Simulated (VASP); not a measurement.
Crystal: KTaO3.

```
Ta K O
1.0
     4.06652    0.00000    0.00000
     0.00000    4.06652    0.00000
     0.00000    0.00000    4.06652
Ta K O
1 1 3
Direct
  0.00000 0.00000 0.00000
  0.50000 0.50000 0.50000
  0.00000 0.00000 0.50000
  0.00000 0.50000 0.00000
  0.50000 0.00000 0.00000
```

Base run:

| Quantity | Value |
| --- | --- |
| Program | VASP 6.6.1 |
| Functional | PBE |
| Potentials or basis | VASP PAW PBE potentials, release 64 (Ta_pv, K_sv, O) |
| Cutoff | 520 eV |
| k mesh | 7 × 7 × 7 |
| Occupations | fermi-dirac, width 0.05 eV |
| Spin | no spin polarisation |

Its results: band gap on the k mesh 2.10 eV, indirect (least direct gap 2.68 eV); pressure -5.0 GPa.

Q: After a change of settings the same cell gave: band gap on the k mesh 2.50 eV, indirect (least direct gap 3.11 eV); pressure -9.8 GPa. Which change was it?
A. functional from PBE to PBEsol
B. functional from PBE to r2SCAN
C. potentials or basis from VASP PAW PBE potentials, release 64 (Ta_pv, K_sv, O) to VASP PAW PBE potentials, release 64 (Ta_sv_GW, K_sv, O); cutoff from 520 eV to 600 eV; further incar settings from ALGO = Normal; EDIFF = 1e-06; NBANDS = 27 to ALGO = Normal; EDIFF = 1e-06; NBANDS = 28; valence electrons from 38 to 40

A: B.

r2SCAN gives the wider gap, since meta-GGAs in the generalised Kohn-Sham scheme recover part of the derivative discontinuity.

Caveats: spin-orbit coupling is left out, which moves the levels of the heavy elements; the PAW data sets were made with another functional, which shifts forces and pressure a little (some runs).
